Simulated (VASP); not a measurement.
# NaI (Fm-3m) in VASP: a series of runs

Runs on NaI. Level: PBE. Tasks: single point.

All numbers are computed with VASP 6.6.1; they aren't measurements. Logs are shortened: lines on timing, memory, paths and dates and some standing lists are left out, and cuts for length are marked.

## 1. The cell of the first run

It takes space group Fm-3m (No. 225, cubic). The conventional cell has a = 6.579 Å, b = 6.579 Å, c = 6.579 Å, α = 90.00°, β = 90.00°, γ = 90.00°. Within 4.3 Å of Na (site symmetry m-3m) lie 6 I at 3.29 Å. I (site symmetry m-3m) has 6 Na at 3.29 Å within 4.3 Å.

## 2. Single point, PBE

Input file INCAR:

```
  ALGO = Normal
  EDIFF = 1E-6
  ENCUT = 500
  GGA = PE
  GGA_COMPAT = False
  ISIF = 2
  ISMEAR = 0
  LASPH = True
  LCHARG = False
  LREAL = False
  LWAVE = False
  NBANDS = 14
  NELM = 120
  PREC = Accurate
  SIGMA = 0.01
```

Input file KPOINTS:

```
k-points
0
Gamma
  5 5 5
```

Input file POSCAR:

```
NaI
1.0
    0.0000000000      3.2894651692      3.2894651692
    3.2894651692      0.0000000000      3.2894651692
    3.2894651692      3.2894651692      0.0000000000
Na I
1 1
Direct
    0.0000000000      0.0000000000      0.0000000000
    0.5000000000      0.5000000000      0.5000000000
```

Potentials or basis: VASP PAW PBE potentials, release 64 (Na_pv, I).

Started as:

```console
$ cat potpaw_PBE.64/Na_pv/POTCAR potpaw_PBE.64/I/POTCAR > POTCAR
$ mpirun -np 1 vasp_std > vasp.out
```

OUTCAR:

```text
EDIFF = 1E-6
   ENCUT = 500
   GGA = PE
   ISIF = 2
   ISMEAR = 0
   LASPH = True
   LREAL = False
   NELM = 120
   PREC = Accurate

 ion  position               nearest neighbor table
   1  0.000  0.000  0.000-
   2  0.500  0.500  0.500-

  LATTYP: Found a face centered cubic cell.
 ALAT       =     6.5789303384

  Lattice vectors:

 A1 = (   0.0000000000,   3.2894651692,   3.2894651692)
 A2 = (   3.2894651692,   0.0000000000,   3.2894651692)
 A3 = (   3.2894651692,   3.2894651692,   0.0000000000)

Analysis of symmetry for initial positions (statically):
=====================================================================
 Subroutine PRICEL returns:
 Original cell was already a primitive cell.

 Routine SETGRP: Setting up the symmetry group for a
 face centered cubic supercell.

 Subroutine GETGRP returns: Found 48 space group operations
 (whereof 48 operations were pure point group operations)
 out of a pool of 48 trial point group operations.

The static configuration has the point symmetry O_h .

Analysis of symmetry for dynamics (positions and initial velocities):
=====================================================================
 Subroutine PRICEL returns:
 Original cell was already a primitive cell.

 Routine SETGRP: Setting up the symmetry group for a
 face centered cubic supercell.

 Subroutine GETGRP returns: Found 48 space group operations
 (whereof 48 operations were pure point group operations)
 out of a pool of 48 trial point group operations.

The dynamic configuration has the point symmetry O_h .

 Subroutine INISYM returns: Found 48 space group operations
 (whereof 48 operations are pure point group operations),
 and found     1 'primitive' translations

----------------------------------------------------------------------------------------

                                     Primitive cell

  volume of cell :      71.1878

  direct lattice vectors                    reciprocal lattice vectors
     0.000000000  3.289465169  3.289465169    -0.152000393  0.152000393  0.152000393
     3.289465169  0.000000000  3.289465169     0.152000393 -0.152000393  0.152000393
     3.289465169  3.289465169  0.000000000     0.152000393  0.152000393 -0.152000393

  length of vectors
     4.652006255  4.652006255  4.652006255     0.263272404  0.263272404  0.263272404

  position of ions in fractional coordinates (direct lattice)
     0.000000000  0.000000000  0.000000000
     0.500000000  0.500000000  0.500000000

  ion indices of the primitive-cell ions
   primitive index   ion index
                 1           1
                 2           2

----------------------------------------------------------------------------------------

 KPOINTS: k-points

Automatic generation of k-mesh.
 Grid dimensions read from file:
 generate k-points for:    5    5    5

 Generating k-lattice:

  Cartesian coordinates                     Fractional coordinates (reciprocal lattice)
    -0.030400079  0.030400079  0.030400079     0.200000000  0.000000000  0.000000000
     0.030400079 -0.030400079  0.030400079     0.000000000  0.200000000  0.000000000
     0.030400079  0.030400079 -0.030400079     0.000000000  0.000000000  0.200000000

  Length of vectors
     0.052654481  0.052654481  0.052654481

  Shift w.r.t. Gamma in fractional coordinates (k-lattice)
     0.000000000  0.000000000  0.000000000

 Subroutine IBZKPT returns following result:
 ===========================================

 Found     10 irreducible k-points:

 Following reciprocal coordinates:
            Coordinates               Weight
  0.000000  0.000000  0.000000      1.000000
  0.200000  0.000000  0.000000      8.000000
  0.400000  0.000000  0.000000      8.000000
  0.200000  0.200000  0.000000      6.000000
  0.400000  0.200000  0.000000     24.000000
 -0.400000  0.200000  0.000000     24.000000
 -0.200000  0.200000  0.000000     12.000000
  0.400000  0.400000  0.000000      6.000000
 -0.400000  0.400000  0.000000     12.000000
 -0.400000  0.400000  0.200000     24.000000
   k-points           NKPTS =     10   k-points in BZ     NKDIM =     10   number of bands    NBANDS=     14
   number of dos      NEDOS =    301   number of ions     NIONS =      2
   total plane-waves  NPLWV =  46656
   dimension x,y,z NGX =    36 NGY =   36 NGZ =   36
   dimension x,y,z NGXF=    72 NGYF=   72 NGZF=   72
   ions per type =               1   1
   NGX,Y,Z   is equivalent  to a cutoff of  12.87, 12.87, 12.87 a.u.
   NGXF,Y,Z  is equivalent  to a cutoff of  25.73, 25.73, 25.73 a.u.
 SYSTEM =  unknown system
   PREC   = accura    normal or accurate (medium, high low for compatibility)
   ISTART =      0    job   : 0-new  1-cont  2-samecut
   ICHARG =      2    charge: 1-file 2-atom 10-const
   ISPIN  =      1    spin polarized calculation?
   LNONCOLLINEAR =      F non collinear calculations
   LSORBIT =      F    spin-orbit coupling
   LASPH  =      T    aspherical Exc in radial PAW
   ENCUT  =  500.0 eV  36.75 Ry    6.06 a.u.   8.48  8.48  8.48*2*pi/ulx,y,z
   NELM   =    120;   NELMIN=  2; NELMDL= -5     # of ELM steps
   EDIFF  = 0.1E-05   stopping-criterion for ELM
   LREAL  =      F    real-space projection
   EDIFFG = 0.1E-04   stopping-criterion for IOM
   NSW    =      0    number of steps for IOM
   IBRION =     -1    ionic relax: 0-MD 1-quasi-New 2-CG
   NFREE  =      0    steps in history (QN), initial steepest desc. (CG)
   ISIF   =      2    stress and relaxation
   ISYM   =      2    0-nonsym 1-usesym 2-fastsym
   POTIM  = 0.5000    time-step for ionic-motion
   TEBEG  =    0.0;   TEEND  =   0.0 temperature during run
   PSTRESS=    0.0 pullay stress
   NELECT =      14.0000    total number of electrons
   NUPDOWN=      -1.0000    fix difference up-down
   EMIN   =  10.00;   EMAX   =-10.00  energy-range for DOS
   EFERMI =   0.00;   METHOD = LEGACY
   ISMEAR =     0;   SIGMA  =   0.01  broadening in eV -4-tet -1-fermi 0-gaus
   EFERMI_NEDOS =   21; number of points for ismear=-14 and -15
   IALGO  =     38    algorithm
   IMIX   =      4    mixing-type and parameters
     AMIX     =   0.40;   BMIX     =  1.00
     AMIX_MAG =   1.60;   BMIX_MAG =  1.00
  volume/ion in A,a.u.               =      35.59       240.20
  Fermi-wavevector in a.u.,A,eV,Ry     =   0.952026  1.799069 12.331692  0.906354
  Thomas-Fermi vector in A             =   2.080551
   LORBIT       =      0    0 simple, 1 ext, 2 COOP (PROOUT), +10 PAW based schemes
   GGA     = PE    functional components
   LHFCALC =     F    Hartree Fock is set to
   AEXX    =    0.0000 exact exchange contribution
   IVDW    =     0    specifies the selected vdW correction
   LEPSILON=     F    determine dielectric tensor
   LRPA    =     F    only Hartree local field effects (RPA)
 non-spin polarized calculation
 Gauss-broadening in eV      SIGMA  =   0.01
  energy-cutoff  :      500.00
  volume of cell :       71.19
 maximum number of plane-waves:      1832
 NGX is ok and might be reduce to    36
   NGX = 17   NGY = 17   NGZ = 17

 number of electron      14.0000000 magnetization

 Free energy of the ion-electron system (eV)
  ---------------------------------------------------
  ext. energy  EPLUGINS =         0.00000000
  ---------------------------------------------------
  free energy    TOTEN  =        -5.38532729 eV

  energy without entropy =       -5.38532729  energy(sigma->0) =       -5.38532729

 E-fermi :   0.6059     XC(G=0):  -7.5096

 val. band max:        0.4794303363   @ k =   0.0000   0.0000   0.0000
 cond. band min:       3.9952811673   @ k =   0.0000   0.0000   0.0000
 fundamental gap:      3.5158508310
 Fermi energy:         0.6059109456

 k-point     1 :       0.0000    0.0000    0.0000
  band No.  band energies     occupation
      1     -22.0246      2.00000
      2     -22.0246      2.00000
      3     -22.0246      2.00000
      4     -10.4189      2.00000
      5       0.4794      2.00000
      6       0.4794      2.00000
      7       0.4794      2.00000
      8       3.9953      0.00000
      9       8.4042      0.00000
     10       8.4042      0.00000
     11       8.4042      0.00000
     12      10.1442      0.00000
     13      10.1442      0.00000
     14      10.8751      0.00000

 k-point     2 :       0.2000    0.0000    0.0000
  band No.  band energies     occupation
      1     -22.0260      2.00000
      2     -22.0247      2.00000
      3     -22.0247      2.00000
      4     -10.3299      2.00000
      5      -0.4062      2.00000
      6       0.3872      2.00000
      7       0.3872      2.00000
      8       5.0021      0.00000
      9       7.8475      0.00000
     10       8.5346      0.00000
     11       8.5346      0.00000
     12       9.6842      0.00000
     13       9.6842      0.00000
     14      10.9539      0.00000

 k-point     3 :       0.4000    0.0000    0.0000
  band No.  band energies     occupation
      1     -22.0282      2.00000
      2     -22.0248      2.00000
      3     -22.0248      2.00000
      4     -10.1765      2.00000
      5      -1.3907      2.00000
      6       0.2489      2.00000
      7       0.2489      2.00000
      8       5.5576      0.00000
      9       7.9723      0.00000
     10       7.9723      0.00000
     11       8.6157      0.00000
     12      10.4863      0.00000
     13      11.4031      0.00000
     14      11.4031      0.00000

 k-point     4 :       0.2000    0.2000    0.0000
  band No.  band energies     occupation
      1     -22.0258      2.00000
      2     -22.0250      2.00000
      3     -22.0250      2.00000
      4     -10.3025      2.00000
      5      -0.3819      2.00000
      6       0.2185      2.00000
      7       0.2185      2.00000
      8       5.3265      0.00000
      9       7.2102      0.00000
     10       8.1350      0.00000
     11       9.1885      0.00000
     12       9.1885      0.00000
     13      10.5717      0.00000
     14      12.7011      0.00000

 k-point     5 :       0.4000    0.2000    0.0000
  band No.  band energies     occupation
      1     -22.0274      2.00000
      2     -22.0253      2.00000
      3     -22.0253      2.00000
      4     -10.1734      2.00000
      5      -1.0767      2.00000
      6      -0.0604      2.00000
      7       0.0657      2.00000
      8       5.9551      0.00000
      9       7.1279      0.00000
     10       7.7417      0.00000
     11       8.9779      0.00000
     12      10.5346      0.00000
     13      11.9451      0.00000
     14      12.4182      0.00000

 k-point     6 :      -0.4000    0.2000    0.0000
  band No.  band energies     occupation
      1     -22.0280      2.00000
      2     -22.0258      2.00000
      3     -22.0251      2.00000
      4     -10.1197      2.00000
      5      -1.2962      2.00000
      6      -0.3358      2.00000
      7       0.1243      2.00000
      8       6.2971      0.00000
      9       7.0157      0.00000
     10       8.4684      0.00000
     11       8.6742      0.00000
     12      11.0438      0.00000
     13      11.2836      0.00000
     14      12.1972      0.00000

 k-point     7 :      -0.2000    0.2000    0.0000
  band No.  band energies     occupation
      1     -22.0270      2.00000
      2     -22.0255      2.00000
      3     -22.0247      2.00000
      4     -10.2204      2.00000
      5      -0.8969      2.00000
      6      -0.1207      2.00000
      7       0.3224      2.00000
      8       6.1114      0.00000
      9       7.6009      0.00000
     10       7.6092      0.00000
     11       8.5220      0.00000
     12       9.4182      0.00000
     13      11.7598      0.00000
     14      12.5484      0.00000

 k-point     8 :       0.4000    0.4000    0.0000
  band No.  band energies     occupation
      1     -22.0274      2.00000
      2     -22.0257      2.00000
      3     -22.0257      2.00000
      4     -10.1139      2.00000
      5      -1.1706      2.00000
      6      -0.1449      2.00000
      7      -0.1449      2.00000
      8       5.1442      0.00000
      9       6.2419      0.00000
     10       9.2906      0.00000
     11      10.9147      0.00000
     12      10.9147      0.00000
     13      11.6076      0.00000
     14      14.1526      0.00000

 k-point     9 :      -0.4000    0.4000    0.0000
  band No.  band energies     occupation
      1     -22.0273      2.00000
      2     -22.0265      2.00000
      3     -22.0256      2.00000
      4     -10.0801      2.00000
      5      -1.1089      2.00000
      6      -0.6012      2.00000
      7      -0.1130      2.00000
      8       5.4459      0.00000
      9       6.7996      0.00000
     10       9.2838      0.00000
     11       9.8849      0.00000
     12      10.4827      0.00000
     13      12.2748      0.00000
     14      13.9809      0.00000

 k-point    10 :      -0.4000    0.4000    0.2000
  band No.  band energies     occupation
      1     -22.0273      2.00000
      2     -22.0264      2.00000
      3     -22.0256      2.00000
      4     -10.0956      2.00000
      5      -1.0432      2.00000
      6      -0.5716      2.00000
      7      -0.1680      2.00000
      8       6.2052      0.00000
      9       7.3956      0.00000
     10       7.6020      0.00000
     11       9.2572      0.00000
     12      11.2311      0.00000
     13      11.6540      0.00000
     14      13.7311      0.00000

------------------------ aborting loop because EDIFF is reached ----------------------------------------

  FORCE on cell =-STRESS in cart. coord.  units (eV):
  Direction    XX          YY          ZZ          XY          YZ          ZX
  --------------------------------------------------------------------------------------
  -------------------------------------------------------------------------------------
  Total       -0.1421053     -0.1421053     -0.1421053     -0.0000000     -0.0000000      0.0000000
  in kB       -3.1982685     -3.1982685     -3.1982685     -0.0000000     -0.0000000      0.0000000
  external PRESSURE =      -3.1982685 kB  Pullay stress =       0.0000000 kB

 VOLUME and BASIS-vectors are now :
 -----------------------------------------------------------------------------
  energy-cutoff  :      500.00
  volume of cell :       71.19
      direct lattice vectors                 reciprocal lattice vectors
     0.000000000  3.289465169  3.289465169    -0.152000393  0.152000393  0.152000393
     3.289465169  0.000000000  3.289465169     0.152000393 -0.152000393  0.152000393
     3.289465169  3.289465169  0.000000000     0.152000393  0.152000393 -0.152000393

 POSITION                                       TOTAL-FORCE (eV/Angst)
 -----------------------------------------------------------------------------------
      0.00000      0.00000      0.00000         0.000000      0.000000      0.000000
      3.28947      3.28947      3.28947        -0.000000     -0.000000     -0.000000
 -----------------------------------------------------------------------------------
    total drift:                                0.000000      0.000000      0.000000

  FREE ENERGIE OF THE ION-ELECTRON SYSTEM (eV)
  ---------------------------------------------------
  free  energy   TOTEN  =        -5.3853272929 eV

  energy  without entropy=       -5.3853272929  energy(sigma->0) =       -5.38532729
```

It took 8.4 s on 1 thread of AMD EPYC 7R13 (Zen 3), shared host; peak memory 0.17 GiB.

Results:

```
Free energy            : -5.3853 eV
Pressure               : -0.3 GPa
Band gap on the k mesh : 3.52 eV, direct
```

Levels at points of the mesh, in eV from the valence-band top:
```tsv
k point	band 5	band 6	band 7	band 8	band 9	band 10
(0.00, 0.00, 0.00)	0.00	0.00	0.00	3.52	7.92	7.92
```

Caveat: spin-orbit coupling is left out, which moves the levels of the heavy elements.

[end of part 1 of 2]
